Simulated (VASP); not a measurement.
# PtS2 (P-3m1) in VASP: notebook, part 2 of 2

VASP 6.6.1.

## (6) Single point, PBE

This run uses another cell than the first one, of 16.02 Å³/atom, 0.877 times its volume.

Contents of INCAR:

```
  PREC = Accurate
  ENCUT = 520
  EDIFF = 1E-7
  ISMEAR = -1
  SIGMA = 0.05
  LREAL = False
  LASPH = True
  NELM = 100
  ALGO = Normal
  ISIF = 2
  LWAVE = False
  LCHARG = False
  GGA = PE
  NBANDS = 18
```

Contents of KPOINTS:

```
regular mesh
0
Gamma
  9 9 5
```

Contents of POSCAR:

```
PtS2
1.0
    3.5604657255      0.0000000000      0.0000000000
   -1.7802328627      3.0834537676      0.0000000000
    0.0000000000      0.0000000000      4.3776828683
Pt S
1 2
Direct
    0.0000000000      0.0000000000      0.0000000000
    0.6666666667      0.3333333333      0.7266132265
    0.3333333333      0.6666666667      0.2733867735
```

Potentials or basis: VASP PAW PBE potentials, release 64 (Pt, S).

Launch:

```
$ cat potpaw_PBE.64/Pt/POTCAR potpaw_PBE.64/S/POTCAR > POTCAR
$ mpirun -np 1 vasp_std > vasp.out
```

OUTCAR:

```text
PREC = Accurate
   ENCUT = 520
   EDIFF = 1E-7
   ISMEAR = -1
   LREAL = False
   LASPH = True
   NELM = 100
   ISIF = 2
   GGA = PE

 ion  position               nearest neighbor table
   1  0.000  0.000  0.000-   2 2.38   3 2.38   3 2.38   2 2.38   2 2.38   3 2.38
   2  0.667  0.333  0.727-   1 2.38   1 2.38   1 2.38
   3  0.333  0.667  0.273-   1 2.38   1 2.38   1 2.38

  LATTYP: Found a hexagonal cell.
 ALAT       =     3.5604657255
 C/A-ratio  =     1.2295253503

  Lattice vectors:

 A1 = (   3.5604657255,   0.0000000000,   0.0000000000)
 A2 = (  -1.7802328627,   3.0834537676,   0.0000000000)
 A3 = (   0.0000000000,   0.0000000000,   4.3776828683)

Analysis of symmetry for initial positions (statically):
=====================================================================
 Subroutine PRICEL returns:
 Original cell was already a primitive cell.

 Routine SETGRP: Setting up the symmetry group for a
 hexagonal supercell.

 Subroutine GETGRP returns: Found 12 space group operations
 (whereof 12 operations were pure point group operations)
 out of a pool of 24 trial point group operations.

The static configuration has the point symmetry D_3d.

Analysis of symmetry for dynamics (positions and initial velocities):
=====================================================================
 Subroutine PRICEL returns:
 Original cell was already a primitive cell.

 Routine SETGRP: Setting up the symmetry group for a
 hexagonal supercell.

 Subroutine GETGRP returns: Found 12 space group operations
 (whereof 12 operations were pure point group operations)
 out of a pool of 24 trial point group operations.

The dynamic configuration has the point symmetry D_3d.

 Subroutine INISYM returns: Found 12 space group operations
 (whereof 12 operations are pure point group operations),
[... 107 lines left out ...]
   TEBEG  =    0.0;   TEEND  =   0.0 temperature during run
   PSTRESS=    0.0 pullay stress
   NELECT =      22.0000    total number of electrons
   NUPDOWN=      -1.0000    fix difference up-down
   EMIN   =  10.00;   EMAX   =-10.00  energy-range for DOS
   EFERMI =   0.00;   METHOD = LEGACY
   ISMEAR =    -1;   SIGMA  =   0.05  broadening in eV -4-tet -1-fermi 0-gaus
   EFERMI_NEDOS =   21; number of points for ismear=-14 and -15
   IALGO  =     38    algorithm
   IMIX   =      4    mixing-type and parameters
     AMIX     =   0.40;   BMIX     =  1.00
     AMIX_MAG =   1.60;   BMIX_MAG =  1.00
  volume/ion in A,a.u.               =      16.02       108.11
  Fermi-wavevector in a.u.,A,eV,Ry     =   1.261691  2.384250 21.658614  1.591863
  Thomas-Fermi vector in A             =   2.395137
   LORBIT       =      0    0 simple, 1 ext, 2 COOP (PROOUT), +10 PAW based schemes
   GGA     = PE    functional components
   LHFCALC =     F    Hartree Fock is set to
   AEXX    =    0.0000 exact exchange contribution
   IVDW    =     0    specifies the selected vdW correction
   LEPSILON=     F    determine dielectric tensor
   LRPA    =     F    only Hartree local field effects (RPA)
 non-spin polarized calculation
  energy-cutoff  :      520.00
  volume of cell :       48.06
 maximum number of plane-waves:      1324
 NGX is ok and might be reduce to    28
   NGX = 13   NGY = 13   NGZ = 17

 number of electron      21.9999998 magnetization

 Free energy of the ion-electron system (eV)
  ---------------------------------------------------
  ext. energy  EPLUGINS =         0.00000000
  ---------------------------------------------------
  free energy    TOTEN  =       -15.15507763 eV

  energy without entropy =      -15.15254934  energy(sigma->0) =      -15.15381349

 E-fermi :   9.0239     XC(G=0): -11.5037

 val. band max:        8.9543338464   @ k =   0.0000   0.1111   0.2000
 cond. band min:       9.1048334271   @ k =  -0.1111   0.3333   0.4000
 fundamental gap:      0.1504995807
 Fermi energy:         9.0238626625

 k-point     1 :       0.0000    0.0000    0.0000
  band No.  band energies     occupation
      1      -7.4457      2.00000
      2      -3.2874      2.00000
      3       1.0007      2.00000
      4       1.7286      2.00000
      5       1.7286      2.00000
      6       4.7182      2.00000
[... 481 lines left out ...]
      5       2.5550      2.00000
      6       3.6200      2.00000
[... 10 lines left out ...]
     17      17.4843      0.00000
     18      19.4512      0.00000

 [... further k-points ...]
[... 5 lines left out ...]
  --------------------------------------------------------------------------------------
  -------------------------------------------------------------------------------------
  Total        2.8313510      2.8313510      2.9022147      0.0000000      0.0000000      0.0000000
  in kB       94.3877731     94.3877731     96.7501349      0.0000000      0.0000000      0.0000000
  external PRESSURE =      95.1752271 kB  Pullay stress =       0.0000000 kB

 VOLUME and BASIS-vectors are now :
 -----------------------------------------------------------------------------
  energy-cutoff  :      520.00
  volume of cell :       48.06
      direct lattice vectors                 reciprocal lattice vectors
     3.560465725  0.000000000  0.000000000     0.280862134  0.162155828  0.000000000
    -1.780232863  3.083453768  0.000000000     0.000000000  0.324311657  0.000000000
     0.000000000  0.000000000  4.377682868     0.000000000  0.000000000  0.228431348

 POSITION                                       TOTAL-FORCE (eV/Angst)
 -----------------------------------------------------------------------------------
      0.00000      0.00000      0.00000         0.000000      0.000000      0.000000
      1.78023      1.02782      3.18088        -0.000000     -0.000000      0.039733
     -0.00000      2.05564      1.19680         0.000000     -0.000000     -0.039733
 -----------------------------------------------------------------------------------
    total drift:                               -0.000000     -0.000000     -0.000000

  FREE ENERGIE OF THE ION-ELECTRON SYSTEM (eV)
  ---------------------------------------------------
  free  energy   TOTEN  =       -15.1550776341 eV

  energy  without entropy=      -15.1525493412  energy(sigma->0) =      -15.15381349
```

OSZICAR:

```text
N       E                     dE             d eps       ncg     rms          rms(c)
DAV:   1     0.109731258246E+03    0.10973E+03   -0.10781E+04  1840   0.111E+03
DAV:   2    -0.113094429776E+02   -0.12104E+03   -0.11669E+03  2178   0.222E+02
DAV:   3    -0.163319836765E+02   -0.50225E+01   -0.49803E+01  2214   0.453E+01
DAV:   4    -0.163822128254E+02   -0.50229E-01   -0.50195E-01  2340   0.497E+00
DAV:   5    -0.163828085364E+02   -0.59571E-03   -0.59567E-03  2316   0.534E-01    0.193E+01
DAV:   6    -0.154109673983E+02    0.97184E+00   -0.61466E+00  1870   0.233E+01    0.132E+01
DAV:   7    -0.151759042304E+02    0.23506E+00   -0.11702E+00  1882   0.108E+01    0.626E+00
DAV:   8    -0.151573529472E+02    0.18551E-01   -0.57163E-02  1992   0.179E+00    0.132E+00
DAV:   9    -0.151548991157E+02    0.24538E-02   -0.74221E-03  2146   0.839E-01    0.186E-01
DAV:  10    -0.151550375881E+02   -0.13847E-03   -0.99339E-04  2152   0.212E-01    0.924E-02
DAV:  11    -0.151550742302E+02   -0.36642E-04   -0.42117E-05  2152   0.553E-02    0.320E-02
DAV:  12    -0.151550766082E+02   -0.23780E-05   -0.12281E-05  2128   0.314E-02    0.962E-03
DAV:  13    -0.151550775368E+02   -0.92853E-06   -0.74489E-07  2326   0.607E-03    0.372E-03
DAV:  14    -0.151550776341E+02   -0.97301E-07   -0.24279E-07  1912   0.300E-03
   1 F= -.15155078E+02 E0= -.15153813E+02  d E =-.252829E-02
```

Run time: 45 s. Hardware: 1 thread of Intel Xeon Platinum 8488C (Sapphire Rapids), shared host; peak memory 0.19 GiB.

What came out:

```
Free energy            : -15.1551 eV
Pressure               : 9.5 GPa
Largest force          : 0.040 eV/Å
Band gap on the k mesh : zero (band 11 reaches 9.43 eV, above the bottom of band 12 at 9.10 eV)
```

Forces on the atoms (eV/Å):
```
Pt   0.000  0.000  0.000
S    0.000  0.000  0.040
S    0.000  0.000 -0.040
```

Caveat: spin-orbit coupling is left out, which moves the levels of the heavy elements.

## (7) Overview

| level | cell | k mesh | grid for exact exchange (PRECFOCK) | share of exact exchange | screening parameter | gap on the mesh (eV) | pressure (GPa) | largest force (eV/Å) |
| --- | --- | --- | --- | --- | --- | --- | --- | --- |
| PBE-based screened hybrid | a = 3.543, b = 3.543, c = 5.039 Å, angles 90.0, 90.0, 120.0°, 3 atoms | 5 × 5 × 3 | Normal | 0.25 | 0.2 1/Å | 1.92 | 6.5 | 0.86 |
| PBEsol-based screened hybrid | a = 3.543, b = 3.543, c = 5.039 Å, angles 90.0, 90.0, 120.0°, 3 atoms | 5 × 5 × 3 | Normal | 0.25 | 0.207 1/Å | 1.85 | 3.3 | 0.72 |
| PBE | a = 3.478, b = 3.478, c = 4.028 Å, angles 90.0, 90.0, 120.0°, 3 atoms | 9 × 9 × 5 | - | - | - | none | 29.5 | 0.04 |
| PBE | a = 3.517, b = 3.517, c = 4.154 Å, angles 90.0, 90.0, 120.0°, 3 atoms | 9 × 9 × 5 | - | - | - | none | 19.5 | 0.04 |
| PBE | a = 3.560, b = 3.560, c = 4.378 Å, angles 90.0, 90.0, 120.0°, 3 atoms | 9 × 9 × 5 | - | - | - | none | 9.5 | 0.04 |

Alike in all rows: task single point; potentials or basis VASP PAW PBE potentials, release 64 (Pt, S); no spin polarisation; cutoff (eV) 520; smearing fermi-dirac 0.05 eV.

Caveats: spin-orbit coupling is left out, which moves the levels of the heavy elements; the PAW data sets were made with another functional, which shifts forces and pressure a little (some runs).

Absolute energies hang on the potentials; compare differences alone.
